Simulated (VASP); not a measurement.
# Sc in VASP: relaxation of the atoms with PBE

Aim: the relaxation of the atoms of Sc with PBE.

Program: VASP 6.6.1. These are calculated values, not measurements. Logs are shortened: lines on timing, memory, paths and dates and some standing lists are left out, and cuts for length are marked.

## 1. The cell of the first run

The cell holds a slab with vacuum, 4 atoms: a = 3.319 Å, b = 3.319 Å, c = 21.744 Å, α = 90.00°, β = 90.00°, γ = 120.00°.

## 2. Relaxation of the atoms, PBE

File INCAR:

```
SYSTEM = Sc
ALGO     = Normal         ! electronic algorithm
DIPOL    = 0.5 0.5 0.500
EDIFF    = 1E-6           ! SCF threshold, eV
EDIFFG   = -0.03          ! ionic threshold
ENCUT    = 520            ! plane-wave cutoff, eV
GGA      = PE             ! functional
IBRION   = 2              ! ionic algorithm
IDIPOL   = 3            
ISIF     = 2              ! what is computed and relaxed
ISMEAR   = 0              ! smearing method
LASPH    = .True.         ! aspherical terms in the spheres
LCHARG   = .False.        ! write CHGCAR
LDIPOL   = .True.       
LREAL    = .False.        ! projectors in reciprocal space
LWAVE    = .False.        ! write WAVECAR
NELM     = 60             ! most SCF steps
NSW      = 70             ! ionic steps
PREC     = Accurate       ! precision mode
SIGMA    = 0.1            ! smearing width, eV
```

File KPOINTS:

```
k-points
0
Gamma
  9 9 1
  0 0 0
```

File POSCAR:

```
Sc
1.0
    3.3194739895      0.0000000000      0.0000000000
   -1.6597369948      2.8747488021      0.0000000000
    0.0000000000      0.0000000000     21.7439328625
Sc
4
Selective dynamics
Direct
    0.6666666667      0.3333333333      0.3219288822  F F F
    0.3333333333      0.6666666667      0.4406429607  F F F
    0.6666666667      0.3333333333      0.5593570393  T T T
    0.3333333333      0.6666666667      0.6780711178  T T T
```

Potentials or basis: VASP PAW PBE potentials, release 64 (Sc_sv).

Started as:

```
$ cat potpaw_PBE.64/Sc_sv/POTCAR > POTCAR
$ mpirun -np 1 vasp_std > vasp.out
```

OUTCAR:

```text
SYSTEM = Sc
   EDIFF = 1E-6
   EDIFFG = -0.03
   ENCUT = 520
   GGA = PE
   IBRION = 2
   ISIF = 2
   ISMEAR = 0
   LASPH = .True.
   LREAL = .False.
   NELM = 60
   NSW = 70
   PREC = Accurate

 ion  position               nearest neighbor table
   1  0.667  0.333  0.322-   2 3.21   2 3.21   2 3.21
   2  0.333  0.667  0.441-   1 3.21   1 3.21   1 3.21   3 3.21   3 3.21   3 3.21
   3  0.667  0.333  0.559-   4 3.21   4 3.21   4 3.21   2 3.21   2 3.21   2 3.21
   4  0.333  0.667  0.678-   3 3.21   3 3.21   3 3.21

  LATTYP: Found a hexagonal cell.
 ALAT       =     3.3194739895
 C/A-ratio  =     6.5504151957

  Lattice vectors:

 A1 = (   3.3194739895,   0.0000000000,   0.0000000000)
 A2 = (  -1.6597369948,   2.8747488021,   0.0000000000)
 A3 = (   0.0000000000,   0.0000000000,  21.7439328625)

Analysis of symmetry for initial positions (statically):
=====================================================================
 Subroutine PRICEL returns:
 Original cell was already a primitive cell.

 Routine SETGRP: Setting up the symmetry group for a
 hexagonal supercell.

 Subroutine GETGRP returns: Found 12 space group operations
 (whereof 12 operations were pure point group operations)
 out of a pool of 24 trial point group operations.

The static configuration has the point symmetry D_3d.

Analysis of symmetry for dynamics (positions and initial velocities):
=====================================================================
 Subroutine PRICEL returns:
 Original cell was already a primitive cell.

 Routine SETGRP: Setting up the symmetry group for a
 hexagonal supercell.

 Subroutine GETGRP returns: Found 12 space group operations
 (whereof 12 operations were pure point group operations)
 out of a pool of 24 trial point group operations.

The dynamic configuration has the point symmetry D_3d.

Analysis of constrained symmetry for selective dynamics:
=====================================================================
 Subroutine PRICEL returns:
 Original cell was already a primitive cell.

 Routine SETGRP: Setting up the symmetry group for a
 hexagonal supercell.

 Subroutine GETGRP returns: Found  6 space group operations
 (whereof  6 operations were pure point group operations)
 out of a pool of 24 trial point group operations.

The constrained configuration has the point symmetry C_3v.

 Subroutine INISYM returns: Found  6 space group operations
 (whereof  6 operations are pure point group operations),
 and found     1 'primitive' translations

----------------------------------------------------------------------------------------

                                     Primitive cell

  volume of cell :     207.4948

  direct lattice vectors                    reciprocal lattice vectors
     3.319473990  0.000000000  0.000000000     0.301252549  0.173928240  0.000000000
    -1.659736995  2.874748802  0.000000000     0.000000000  0.347856480  0.000000000
     0.000000000  0.000000000 21.743932862     0.000000000  0.000000000  0.045989840

  length of vectors
     3.319473990  3.319473990 21.743932862     0.347856480  0.347856480  0.045989840

  position of ions in fractional coordinates (direct lattice)
     0.666666667  0.333333333  0.321928882
     0.333333333  0.666666667  0.440642961
     0.666666667  0.333333333  0.559357039
     0.333333333  0.666666667  0.678071118

  ion indices of the primitive-cell ions
   primitive index   ion index
                 1           1
                 2           2
                 3           3
                 4           4

----------------------------------------------------------------------------------------

 KPOINTS: k-points

Automatic generation of k-mesh.
 Grid dimensions read from file:
 generate k-points for:    9    9    1

 Generating k-lattice:

  Cartesian coordinates                     Fractional coordinates (reciprocal lattice)
     0.033472505  0.019325360  0.000000000     0.111111111  0.000000000  0.000000000
     0.000000000  0.038650720  0.000000000     0.000000000  0.111111111  0.000000000
     0.000000000  0.000000000  0.045989840     0.000000000  0.000000000  1.000000000

  Length of vectors
     0.038650720  0.038650720  0.045989840

  Shift w.r.t. Gamma in fractional coordinates (k-lattice)
     0.000000000  0.000000000  0.000000000

 Subroutine IBZKPT returns following result:
 ===========================================

 Found     12 irreducible k-points:

 Following reciprocal coordinates:
            Coordinates               Weight
  0.000000  0.000000  0.000000      1.000000
  0.111111  0.000000  0.000000      6.000000
  0.222222  0.000000  0.000000      6.000000
  0.333333  0.000000  0.000000      6.000000
  0.444444  0.000000  0.000000      6.000000
  0.111111  0.111111  0.000000      6.000000
  0.222222  0.111111  0.000000     12.000000
  0.333333  0.111111  0.000000     12.000000
  0.444444  0.111111  0.000000      6.000000
  0.222222  0.222222  0.000000      6.000000
  0.333333  0.222222  0.000000     12.000000
  0.333333  0.333333  0.000000      2.000000
   k-points           NKPTS =     12   k-points in BZ     NKDIM =     12   number of bands    NBANDS=     26
   number of dos      NEDOS =    301   number of ions     NIONS =      4
   total plane-waves  NPLWV = 127008
   dimension x,y,z NGX =    28 NGY =   28 NGZ =  162
   dimension x,y,z NGXF=    56 NGYF=   56 NGZF=  324
   ions per type =               4
   NGX,Y,Z   is equivalent  to a cutoff of  14.02, 14.02, 12.39 a.u.
   NGXF,Y,Z  is equivalent  to a cutoff of  28.05, 28.05, 24.77 a.u.
 SYSTEM =  Sc
   PREC   = accura    normal or accurate (medium, high low for compatibility)
   ISTART =      0    job   : 0-new  1-cont  2-samecut
   ICHARG =      2    charge: 1-file 2-atom 10-const
   ISPIN  =      1    spin polarized calculation?
   LNONCOLLINEAR =      F non collinear calculations
   LSORBIT =      F    spin-orbit coupling
   LASPH  =      T    aspherical Exc in radial PAW
   ENCUT  =  520.0 eV  38.22 Ry    6.18 a.u.   6.17  6.17 40.43*2*pi/ulx,y,z
   NELM   =     60;   NELMIN=  2; NELMDL= -5     # of ELM steps
   EDIFF  = 0.1E-05   stopping-criterion for ELM
   LREAL  =      F    real-space projection
   EDIFFG = -.3E-01   stopping-criterion for IOM
   NSW    =     70    number of steps for IOM
   IBRION =      2    ionic relax: 0-MD 1-quasi-New 2-CG
   NFREE  =      1    steps in history (QN), initial steepest desc. (CG)
   ISIF   =      2    stress and relaxation
   ISYM   =      2    0-nonsym 1-usesym 2-fastsym
   POTIM  = 0.5000    time-step for ionic-motion
   TEBEG  =    0.0;   TEEND  =   0.0 temperature during run
   PSTRESS=    0.0 pullay stress
   NELECT =      44.0000    total number of electrons
   NUPDOWN=      -1.0000    fix difference up-down
   EMIN   =  10.00;   EMAX   =-10.00  energy-range for DOS
   EFERMI =   0.00;   METHOD = LEGACY
   ISMEAR =     0;   SIGMA  =   0.10  broadening in eV -4-tet -1-fermi 0-gaus
   EFERMI_NEDOS =   21; number of points for ismear=-14 and -15
   IALGO  =     38    algorithm
   IMIX   =      4    mixing-type and parameters
     AMIX     =   0.40;   BMIX     =  1.00
     AMIX_MAG =   1.60;   BMIX_MAG =  1.00
  volume/ion in A,a.u.               =      51.87       350.06
  Fermi-wavevector in a.u.,A,eV,Ry     =   0.976240  1.844826 12.966960  0.953045
  Thomas-Fermi vector in A             =   2.106843
   LORBIT       =      0    0 simple, 1 ext, 2 COOP (PROOUT), +10 PAW based schemes
   GGA     = PE    functional components
   LHFCALC =     F    Hartree Fock is set to
   AEXX    =    0.0000 exact exchange contribution
   IVDW    =     0    specifies the selected vdW correction
   LEPSILON=     F    determine dielectric tensor
   LRPA    =     F    only Hartree local field effects (RPA)
 conjugate gradient relaxation of ions
 non-spin polarized calculation
 Gauss-broadening in eV      SIGMA  =   0.10
  energy-cutoff  :      520.00
  volume of cell :      207.49
 maximum number of plane-waves:      5616
 NGX is ok and might be reduce to    28
   NGX = 13   NGY = 13   NGZ = 81

--------------------------------------- Ionic step        1  -------------------------------------------

 number of electron      43.9999996 magnetization

 Free energy of the ion-electron system (eV)
  ---------------------------------------------------
  ext. energy  EPLUGINS =         0.00000000
  ---------------------------------------------------
  free energy    TOTEN  =       -23.50652199 eV

  energy without entropy =      -23.44828482  energy(sigma->0) =      -23.47740341

------------------------ aborting loop because EDIFF is reached ----------------------------------------

  FORCE on cell =-STRESS in cart. coord.  units (eV):
  Direction    XX          YY          ZZ          XY          YZ          ZX
  --------------------------------------------------------------------------------------
  -------------------------------------------------------------------------------------
  Total       -0.9774241     -0.9774241     -0.7426722      0.0000000     -0.0000000      0.0000000
  in kB       -7.5472085     -7.5472085     -5.7345648      0.0000000     -0.0000000      0.0000000
  external PRESSURE =      -6.9429939 kB  Pullay stress =       0.0000000 kB
[... 27 lines left out ...]
 number of electron      43.9999993 magnetization

------------------------ aborting loop because EDIFF is reached ----------------------------------------

 vacuum level on the upper side and lower side of the slab       (xc-potential included)        -0.208        -0.115

  FORCE on cell =-STRESS in cart. coord.  units (eV):
  Direction    XX          YY          ZZ          XY          YZ          ZX
  --------------------------------------------------------------------------------------
  -------------------------------------------------------------------------------------
  Total       -0.9517142     -0.9517142     -0.7033239      0.0000000      0.0000000     -0.0000000
  in kB       -7.3486891     -7.3486891     -5.4307362      0.0000000      0.0000000     -0.0000000
  external PRESSURE =      -6.7093715 kB  Pullay stress =       0.0000000 kB
[... 57 lines left out ...]
  FREE ENERGIE OF THE ION-ELECTRON SYSTEM (eV)
  ---------------------------------------------------
  free  energy   TOTEN  =       -23.5123906680 eV

  energy  without entropy=      -23.4534739163  energy(sigma->0) =      -23.48293229

 dipolmoment           0.000000      0.000000      0.020775 electrons x Angstroem

--------------------------------------- Ionic step        4  -------------------------------------------

 number of electron      43.9999998 magnetization

 dipolmoment           0.000000      0.000000     -0.002293 electrons x Angstroem

 Free energy of the ion-electron system (eV)
  ---------------------------------------------------
  ext. energy  EPLUGINS =         0.00000000
  ---------------------------------------------------
  free energy    TOTEN  =       -23.51271129 eV

  energy without entropy =      -23.45358829  energy(sigma->0) =      -23.48314979

 E-fermi :   0.1055     XC(G=0):  -5.5603

 val. band max:        0.0795648077   @ k =   0.3333   0.1111   0.0000
 cond. band min:       0.1178020756   @ k =   0.3333   0.2222   0.0000
 fundamental gap:      0.0382372678
 Fermi energy:         0.1054881811

 k-point     1 :       0.0000    0.0000    0.0000
  band No.  band energies     occupation
      1     -49.7287      2.00000
      2     -49.6678      2.00000
      3     -49.2337      2.00000
      4     -49.1568      2.00000
      5     -28.4395      2.00000
      6     -28.3873      2.00000
[... 337 lines left out ...]
     25       0.5711      0.00000
     26       0.5941      0.00000

------------------------ aborting loop because EDIFF is reached ----------------------------------------

 vacuum level on the upper side and lower side of the slab       (xc-potential included)        -0.263         0.007

  FORCE on cell =-STRESS in cart. coord.  units (eV):
  Direction    XX          YY          ZZ          XY          YZ          ZX
  --------------------------------------------------------------------------------------
  -------------------------------------------------------------------------------------
  Total       -0.8655511     -0.8655511     -0.5626451      0.0000000     -0.0000000     -0.0000000
  in kB       -6.6833780     -6.6833780     -4.3444807      0.0000000     -0.0000000     -0.0000000
  external PRESSURE =      -5.9037456 kB  Pullay stress =       0.0000000 kB
[... 19 lines left out ...]
  FREE ENERGIE OF THE ION-ELECTRON SYSTEM (eV)
  ---------------------------------------------------
  free  energy   TOTEN  =       -23.5127112921 eV

  energy  without entropy=      -23.4535882945  energy(sigma->0) =      -23.48314979

 reached required accuracy - stopping structural energy minimisation

 vacuum level on the upper side and lower side of the slab         3.305         3.513
```

Wall time 15 min (1 thread of Intel Xeon 8259CL, shared host); peak memory 0.34 GiB.

Results:

| Item | Value |
| --- | --- |
| Free energy | -23.5127 eV |
| Energy gained by relaxing | 1.5 meV/atom |
| Ionic steps | 4 |
| Band gap on the k mesh | zero (bands 22 and 23 overlap by 0.23 eV) |

The path:
```csv
step,energy change (eV),largest force on free atoms (eV/Å),pressure (GPa)
1,0.0000,0.1922,-0.69
2,-0.0026,0.1418,-0.67
3,-0.0059,0.0538,-0.62
4,-0.0062,0.0230,-0.59
```

Final structure:
```
Sc
1.0
     3.31947    0.00000    0.00000
    -1.65974    2.87475    0.00000
     0.00000    0.00000   21.74393
Sc
4
Cartesian
  1.6597 0.9583 7.0000
  0.0000 1.9165 9.5813
  1.6597 0.9583 12.2016
  0.0000 1.9165 14.7125
```

The gap in the log of VASP goes by the Fermi energy; the results here count the filled bands.